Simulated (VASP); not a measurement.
# Sb (P2_1/m) in VASP: notebook

Sb is run at these levels: HSE06, PBE0; tasks: single point.

Everything below comes from runs of VASP 6.6.1. Logs are shortened: lines on timing, memory, paths and dates and some standing lists are left out, and cuts for length are marked.

## (1) The cell of the first run

Symmetry: P2_1/m, No. 11, monoclinic system. The conventional cell has a = 3.080 Å, b = 4.289 Å, c = 4.346 Å, α = 90.00°, β = 90.51°, γ = 90.00°. Sb (site symmetry m) has 6 Sb at 3.00 to 3.11 Å within 3.9 Å.

## (2) Single point, HSE06

File POSCAR:

```
Sb
1.0
    3.0802022053      0.0000000000      0.0000000000
    0.0000000000      4.2887605540      0.0000000000
   -0.0383890571      0.0000000000      4.3463061600
Sb
2
Direct
    0.0113890000      0.2500000000      0.2411660000
    0.9886110000      0.7500000000      0.7588340000
```

File INCAR.step1:

```
PREC = Accurate ; ENCUT = 400
EDIFF = 1E-5 ; ISMEAR = -1
SIGMA = 0.05 ; LREAL = F
LASPH = T ; NELM = 120
ALGO = Normal ; ISIF = 2
LWAVE = T ; GGA = PE
NBANDS = 22 ; GGA_COMPAT = F
```

File INCAR.step2:

```
PREC = Accurate ; ENCUT = 400
EDIFF = 1E-6 ; ISMEAR = -1
SIGMA = 0.05 ; LREAL = F
LASPH = T ; NELM = 120
ALGO = Normal ; ISIF = 2
LWAVE = F ; LCHARG = T
GGA = PE ; LHFCALC = T
HFSCREEN = 0.2079 ; PRECFOCK = Normal
LELF = T ; LVHAR = T
ISTART = 1 ; NBANDS = 22
GGA_COMPAT = F
```

File KPOINTS:

```
regular mesh
0
Gamma
  6 4 4
```

Potentials or basis: VASP PAW PBE potentials, release 64 (Sb_d_GW).

Launch:

```
cat potpaw_PBE.64/Sb_d_GW/POTCAR > POTCAR
cp INCAR.step1 INCAR
mpirun -np 1 vasp_std > vasp.out
cp INCAR.step2 INCAR
mpirun -np 1 vasp_std > vasp.out
```

OUTCAR:

```text
PREC = Accurate
   ENCUT = 400
   EDIFF = 1E-6
   ISMEAR = -1
   LREAL = F
   LASPH = T
   NELM = 120
   ISIF = 2
   GGA = PE
   LHFCALC = T
   HFSCREEN = 0.2079
   PRECFOCK = Normal
   ISTART = 1

 ion  position               nearest neighbor table
   1  0.011  0.250  0.241-   2 3.00   2 3.00   2 3.11   2 3.11
   2  0.989  0.750  0.759-   1 3.00   1 3.00   1 3.11   1 3.11

  LATTYP: Found a simple monoclinic cell.
 ALAT       =     3.0802022053
 B/A-ratio  =     1.3923633152
 C/A-ratio  =     1.4111007668
 COS(beta)  =    -0.0088322263

  Lattice vectors:

 A1 = (   3.0802022053,   0.0000000000,   0.0000000000)
 A2 = (   0.0000000000,   4.2887605540,   0.0000000000)
 A3 = (  -0.0383890571,   0.0000000000,   4.3463061600)

Analysis of symmetry for initial positions (statically):
=====================================================================
 Subroutine PRICEL returns:
 Original cell was already a primitive cell.

 Routine SETGRP: Setting up the symmetry group for a
 simple monoclinic supercell.

 Subroutine GETGRP returns: Found  4 space group operations
 (whereof  2 operations were pure point group operations)
 out of a pool of  4 trial point group operations.

The static configuration has the point symmetry S_2 .
 The point group associated with its full space group is C_2h.

Analysis of symmetry for dynamics (positions and initial velocities):
=====================================================================
 Subroutine PRICEL returns:
 Original cell was already a primitive cell.

 Routine SETGRP: Setting up the symmetry group for a
 simple monoclinic supercell.

 Subroutine GETGRP returns: Found  4 space group operations
 (whereof  2 operations were pure point group operations)
 out of a pool of  4 trial point group operations.

The dynamic configuration has the point symmetry S_2 .
 The point group associated with its full space group is C_2h.

 Subroutine INISYM returns: Found  4 space group operations
 (whereof  2 operations are pure point group operations),
 and found     1 'primitive' translations

----------------------------------------------------------------------------------------

                                     Primitive cell

  volume of cell :      57.4158

  direct lattice vectors                    reciprocal lattice vectors
     3.080202205  0.000000000  0.000000000     0.324654011  0.000000000  0.002867530
     0.000000000  4.288760554  0.000000000     0.000000000  0.233167599  0.000000000
    -0.038389057  0.000000000  4.346306160     0.000000000  0.000000000  0.230080432

  length of vectors
     3.080202205  4.288760554  4.346475694     0.324666674  0.233167599  0.230080432

  position of ions in fractional coordinates (direct lattice)
     0.011389000  0.250000000  0.241166000
     0.988611000  0.750000000  0.758834000

  ion indices of the primitive-cell ions
   primitive index   ion index
                 1           1
                 2           2

----------------------------------------------------------------------------------------

 KPOINTS: regular mesh

Automatic generation of k-mesh.
 Grid dimensions read from file:
 generate k-points for:    6    4    4

 Generating k-lattice:

  Cartesian coordinates                     Fractional coordinates (reciprocal lattice)
     0.054109002  0.000000000  0.000477922     0.166666667  0.000000000  0.000000000
     0.000000000  0.058291900  0.000000000     0.000000000  0.250000000  0.000000000
     0.000000000  0.000000000  0.057520108     0.000000000  0.000000000  0.250000000

  Length of vectors
     0.054111112  0.058291900  0.057520108

  Shift w.r.t. Gamma in fractional coordinates (k-lattice)
     0.000000000  0.000000000  0.000000000

 Subroutine IBZKPT returns following result:
 ===========================================

 Found     42 irreducible k-points:

 Following reciprocal coordinates:
            Coordinates               Weight
  0.000000  0.000000  0.000000      1.000000
  0.166667  0.000000 -0.000000      2.000000
  0.333333  0.000000  0.000000      2.000000
  0.500000  0.000000 -0.000000      1.000000
  0.000000  0.250000  0.000000      2.000000
  0.166667  0.250000 -0.000000      4.000000
[... 16 lines left out ...]
 -0.333333  0.250000  0.250000      4.000000
 -0.166667  0.250000  0.250000      4.000000
 [... further k-points ...]
   k-points           NKPTS =     42   k-points in BZ     NKDIM =     96   number of bands    NBANDS=     22
   number of dos      NEDOS =    301   number of ions     NIONS =      2
   total plane-waves  NPLWV =  15680
   dimension x,y,z NGX =    20 NGY =   28 NGZ =   28
   dimension x,y,z NGXF=    40 NGYF=   56 NGZF=   56
   ions per type =               2
   NGX,Y,Z   is equivalent  to a cutoff of  10.79, 10.85, 10.71 a.u.
   NGXF,Y,Z  is equivalent  to a cutoff of  21.59, 21.71, 21.42 a.u.
 SYSTEM =  unknown system
   PREC   = accura    normal or accurate (medium, high low for compatibility)
   ISTART =      1    job   : 0-new  1-cont  2-samecut
   ICHARG =      0    charge: 1-file 2-atom 10-const
   ISPIN  =      1    spin polarized calculation?
   LNONCOLLINEAR =      F non collinear calculations
   LSORBIT =      F    spin-orbit coupling
   LASPH  =      T    aspherical Exc in radial PAW
   ENCUT  =  400.0 eV  29.40 Ry    5.42 a.u.   5.02  6.99  7.09*2*pi/ulx,y,z
   NELM   =    120;   NELMIN=  2; NELMDL=  0     # of ELM steps
   EDIFF  = 0.1E-05   stopping-criterion for ELM
   LREAL  =      F    real-space projection
   EDIFFG = 0.1E-04   stopping-criterion for IOM
   NSW    =      0    number of steps for IOM
   IBRION =     -1    ionic relax: 0-MD 1-quasi-New 2-CG
   NFREE  =      0    steps in history (QN), initial steepest desc. (CG)
   ISIF   =      2    stress and relaxation
   ISYM   =      3    0-nonsym 1-usesym 2-fastsym
   POTIM  = 0.5000    time-step for ionic-motion
   TEBEG  =    0.0;   TEEND  =   0.0 temperature during run
   PSTRESS=    0.0 pullay stress
   NELECT =      30.0000    total number of electrons
   NUPDOWN=      -1.0000    fix difference up-down
   EMIN   =  10.00;   EMAX   =-10.00  energy-range for DOS
   EFERMI =   0.00;   METHOD = LEGACY
   ISMEAR =    -1;   SIGMA  =   0.05  broadening in eV -4-tet -1-fermi 0-gaus
   EFERMI_NEDOS =   21; number of points for ismear=-14 and -15
   IALGO  =     38    algorithm
   IMIX   =      1    mixing-type and parameters
     AMIX     =   0.40;   BMIX     =  1.00
     AMIX_MAG =   1.60;   BMIX_MAG =  1.00
  volume/ion in A,a.u.               =      28.71       193.73
  Fermi-wavevector in a.u.,A,eV,Ry     =   1.318575  2.491745 23.655630  1.738640
  Thomas-Fermi vector in A             =   2.448535
   LORBIT       =      0    0 simple, 1 ext, 2 COOP (PROOUT), +10 PAW based schemes
   GGA     = PE    functional components
   LHFCALC =     T    Hartree Fock is set to
   PRECFOCK=normal    Normal, Fast or Accurate (Low or Medium for compatibility)
   ENCUT4O =  -1.0   cutoff for four orbital integrals eV
   NKREDX  =     1    reduce k-point grid by
   NKREDY  =     1    reduce k-point grid by
   NKREDZ  =     1    reduce k-point grid by
   AEXX    =    0.2500 exact exchange contribution
   HFSCREEN=    0.2079 screening length (either q_TF or 0.3 A-1)
   HFSCREENC=   0.2079 screening length for correlation (either q_TF or 0.3 A-1)
   ENCUTFOCK=  -1.0 apply spherical cutoff to Coloumb kernel
   IVDW    =     0    specifies the selected vdW correction
   LEPSILON=     F    determine dielectric tensor
   LRPA    =     F    only Hartree local field effects (RPA)
 non-spin polarized calculation
  energy-cutoff  :      400.00
  volume of cell :       57.42
 maximum number of plane-waves:      1072
  NGX = 16; NGY = 24; NGZ = 24

 number of electron      29.9999963 magnetization

 Free energy of the ion-electron system (eV)
  ---------------------------------------------------
  ext. energy  EPLUGINS =         0.00000000
  ---------------------------------------------------
  free energy    TOTEN  =        -9.71359504 eV

  energy without entropy =       -9.70824317  energy(sigma->0) =       -9.71091911

 E-fermi :   5.4997     XC(G=0):  -8.4533

 val. band max:        5.4658183353   @ k =   0.3333   0.0000   0.2500
 cond. band min:       5.7496691790   @ k =   0.5000   0.2500   0.2500
 fundamental gap:      0.2838508436
 Fermi energy:         5.4997254802

 k-point     1 :       0.0000    0.0000    0.0000
  band No.  band energies     occupation
      1     -26.3126      2.00000
      2     -26.3085      2.00000
      3     -26.2135      2.00000
      4     -26.2034      2.00000
      5     -26.1451      2.00000
      6     -26.1404      2.00000
[... 14 lines left out ...]
     21      14.0080      0.00000
     22      14.6822      0.00000

 k-point     2 :       0.1667    0.0000   -0.0000
  band No.  band energies     occupation
      1     -26.3106      2.00000
      2     -26.2649      2.00000
      3     -26.2103      2.00000
      4     -26.1608      2.00000
      5     -26.1581      2.00000
      6     -26.1557      2.00000
[... 14 lines left out ...]
     21      14.5321      0.00000
     22      15.7247      0.00000

 k-point     3 :       0.3333    0.0000    0.0000
  band No.  band energies     occupation
      1     -26.3065      2.00000
      2     -26.2061      2.00000
      3     -26.1923      2.00000
      4     -26.1877      2.00000
      5     -26.1767      2.00000
      6     -26.1326      2.00000
[... 14 lines left out ...]
     21      12.4146      0.00000
     22      14.7057      0.00000
[... 476 lines left out ...]
 k-point    23 :      -0.3333    0.2500    0.2500
  band No.  band energies     occupation
      1     -26.2526      2.00000
      2     -26.1943      2.00000
      3     -26.1720      2.00000
      4     -26.1684      2.00000
      5     -26.1547      2.00000
      6     -26.1418      2.00000
[... 14 lines left out ...]
     21      12.9031      0.00000
     22      15.7703      0.00000

 k-point    24 :      -0.1667    0.2500    0.2500
  band No.  band energies     occupation
      1     -26.2782      2.00000
      2     -26.2116      2.00000
      3     -26.1851      2.00000
      4     -26.1747      2.00000
      5     -26.1618      2.00000
      6     -26.1381      2.00000
[... 14 lines left out ...]
     21      14.8597      0.00000
     22      16.3873      0.00000

 [... further k-points ...]

------------------------ aborting loop because EDIFF is reached ----------------------------------------

  FORCE on cell =-STRESS in cart. coord.  units (eV):
  Direction    XX          YY          ZZ          XY          YZ          ZX
  --------------------------------------------------------------------------------------
  -------------------------------------------------------------------------------------
  Total       -1.3818390      1.1032333      1.0710594      0.0000000      0.0000000     -0.0245582
  in kB      -38.5599703     30.7855286     29.8877202      0.0000000      0.0000000     -0.6852930
  external PRESSURE =       7.3710928 kB  Pullay stress =       0.0000000 kB

 VOLUME and BASIS-vectors are now :
 -----------------------------------------------------------------------------
  energy-cutoff  :      400.00
  volume of cell :       57.42
      direct lattice vectors                 reciprocal lattice vectors
     3.080202205  0.000000000  0.000000000     0.324654011  0.000000000  0.002867530
     0.000000000  4.288760554  0.000000000     0.000000000  0.233167599  0.000000000
    -0.038389057  0.000000000  4.346306160     0.000000000  0.000000000  0.230080432

 POSITION                                       TOTAL-FORCE (eV/Angst)
 -----------------------------------------------------------------------------------
      0.02582      1.07219      1.04818        -0.039037      0.000000      0.032362
      3.01599      3.21657      3.29812         0.039037      0.000000     -0.032362
 -----------------------------------------------------------------------------------
    total drift:                                0.000002      0.000005      0.000005

  FREE ENERGIE OF THE ION-ELECTRON SYSTEM (eV)
  ---------------------------------------------------
  free  energy   TOTEN  =        -9.7135950405 eV

  energy  without entropy=       -9.7082431710  energy(sigma->0) =       -9.71091911
```

Wall time 46 min (1 thread of Intel Xeon 6975P-C (Granite Rapids), shared host); peak memory 0.29 GiB.

Results:

```
Free energy            : -9.7136 eV
Pressure               : 0.7 GPa
Largest force          : 0.051 eV/Å
Band gap on the k mesh : zero (bands 15 and 16 overlap by 10.26 eV)
```

Forces on the atoms (eV/Å):
```
Sb  -0.039  0.000  0.032
Sb   0.039  0.000 -0.032
```

Caveat: the k points lie up to 0.37 Å⁻¹ apart, too coarse for converged energies and pressures of a metal; the PAW data sets were made with another functional, which shifts forces and pressure a little; spin-orbit coupling is left out, which moves the levels of the heavy elements.

## (3) Single point, HSE06

This run uses another cell than the first one, of 29.31 Å³/atom.

File POSCAR:

```
Sb
1.0
    3.1014456505      0.0000000000      0.0000000000
    0.0000000000      4.3183391477      0.0000000000
   -0.0386538176      0.0000000000      4.3762816325
Sb
2
Direct
    0.0113890000      0.2500000000      0.2411660000
    0.9886110000      0.7500000000      0.7588340000
```

File INCAR.step1:

```
PREC     = Accurate       # precision mode
ENCUT    = 400            # plane-wave cutoff, eV
EDIFF    = 1E-5           # SCF threshold, eV
ISMEAR   = -1             # smearing method
SIGMA    = 0.05           # smearing width, eV
LREAL    = F              # projectors in reciprocal space
LASPH    = T              # aspherical terms in the spheres
NELM     = 120            # most SCF steps
ALGO     = Normal         # electronic algorithm
ISIF     = 2              # what is computed and relaxed
LWAVE    = T              # write WAVECAR
LCHARG   = F              # write CHGCAR
GGA      = PE             # functional
NBANDS   = 22             # bands
GGA_COMPAT= F
```

File INCAR.step2:

```
PREC     = Accurate       # precision mode
ENCUT    = 400            # plane-wave cutoff, eV
EDIFF    = 1E-6           # SCF threshold, eV
ISMEAR   = -1             # smearing method
SIGMA    = 0.05           # smearing width, eV
LREAL    = F              # projectors in reciprocal space
LASPH    = T              # aspherical terms in the spheres
NELM     = 120            # most SCF steps
ALGO     = Normal         # electronic algorithm
ISIF     = 2              # what is computed and relaxed
LWAVE    = F              # write WAVECAR
LCHARG   = F              # write CHGCAR
GGA      = PE             # functional
LHFCALC  = T              # exact exchange
HFSCREEN = 0.2079         # screening, 1/A
PRECFOCK = Normal       
ISTART   = 1            
NBANDS   = 22             # bands
GGA_COMPAT= F
```

File KPOINTS:

```
Automatic mesh
0
Gamma
  6 4 4
```

Potentials or basis: VASP PAW PBE potentials, release 64 (Sb_d_GW).

Launch:

```
cat potpaw_PBE.64/Sb_d_GW/POTCAR > POTCAR
cp INCAR.step1 INCAR
mpirun -np 1 vasp_std > vasp.out
cp INCAR.step2 INCAR
mpirun -np 1 vasp_std > vasp.out
```

OUTCAR:

```text
PREC = Accurate
   ENCUT = 400
   EDIFF = 1E-6
   ISMEAR = -1
   LREAL = F
   LASPH = T
   NELM = 120
   ISIF = 2
   GGA = PE
   LHFCALC = T
   HFSCREEN = 0.2079
   PRECFOCK = Normal
   ISTART = 1

 ion  position               nearest neighbor table
   1  0.011  0.250  0.241-   2 3.02   2 3.02   2 3.13   2 3.13
   2  0.989  0.750  0.759-   1 3.02   1 3.02   1 3.13   1 3.13

  LATTYP: Found a simple monoclinic cell.
 ALAT       =     3.1014456505
[... 799 lines left out ...]

 [... further k-points ...]

------------------------ aborting loop because EDIFF is reached ----------------------------------------

  FORCE on cell =-STRESS in cart. coord.  units (eV):
  Direction    XX          YY          ZZ          XY          YZ          ZX
  --------------------------------------------------------------------------------------
  -------------------------------------------------------------------------------------
  Total       -1.9228664      0.6698901      0.6395491      0.0000000      0.0000000     -0.0041205
  in kB      -52.5621981     18.3116708     17.4822896      0.0000000      0.0000000     -0.1126357
  external PRESSURE =      -5.5894126 kB  Pullay stress =       0.0000000 kB

 VOLUME and BASIS-vectors are now :
 -----------------------------------------------------------------------------
  energy-cutoff  :      400.00
  volume of cell :       58.61
      direct lattice vectors                 reciprocal lattice vectors
     3.101445651  0.000000000  0.000000000     0.322430283  0.000000000  0.002847888
     0.000000000  4.318339148  0.000000000     0.000000000  0.231570510  0.000000000
    -0.038653818  0.000000000  4.376281632     0.000000000  0.000000000  0.228504489

 POSITION                                       TOTAL-FORCE (eV/Angst)
 -----------------------------------------------------------------------------------
      0.02600      1.07958      1.05541        -0.040345      0.000000      0.000614
      3.03679      3.23875      3.32087         0.040345     -0.000000     -0.000614
 -----------------------------------------------------------------------------------
    total drift:                               -0.000003      0.000000      0.000001

  FREE ENERGIE OF THE ION-ELECTRON SYSTEM (eV)
  ---------------------------------------------------
  free  energy   TOTEN  =        -9.7177163465 eV

  energy  without entropy=       -9.7129715837  energy(sigma->0) =       -9.71534397
```

OUTCAR.step1:

```text
PREC = Accurate
   ENCUT = 400
   EDIFF = 1E-5
   ISMEAR = -1
   LREAL = F
[... 826 lines left out ...]
      0.02600      1.07958      1.05541        -0.028773      0.000000      0.082243
      3.03679      3.23875      3.32087         0.028773      0.000000     -0.082243
 -----------------------------------------------------------------------------------
    total drift:                                0.000000      0.000000     -0.000000

  FREE ENERGIE OF THE ION-ELECTRON SYSTEM (eV)
  ---------------------------------------------------
  free  energy   TOTEN  =        -8.2262714994 eV

  energy  without entropy=       -8.2199783177  energy(sigma->0) =       -8.22312491
```

Wall time 41 min (1 thread of Intel Xeon 6975P-C (Granite Rapids), shared host); peak memory 0.3 GiB.

Results:

| Quantity | Value |
| --- | --- |
| Free energy | -9.7177 eV |
| Pressure | -0.6 GPa |
| Largest force | 0.040 eV/Å |
| Band gap on the k mesh | zero (bands 15 and 16 overlap by 10.04 eV) |

Forces on the atoms (eV/Å):
```
Sb  -0.040  0.000  0.001
Sb   0.040  0.000 -0.001
```

Stress tensor (GPa, compression positive):
```
-5.26  0.00 -0.01
 0.00  1.83  0.00
-0.01  0.00  1.75
```

Caveat: the k points lie up to 0.36 Å⁻¹ apart, too coarse for converged energies and pressures of a metal; the PAW data sets were made with another functional, which shifts forces and pressure a little; spin-orbit coupling is left out, which moves the levels of the heavy elements.

[end of part 1 of 2]

The gap in the log of VASP goes by the Fermi energy; the results here count the filled bands.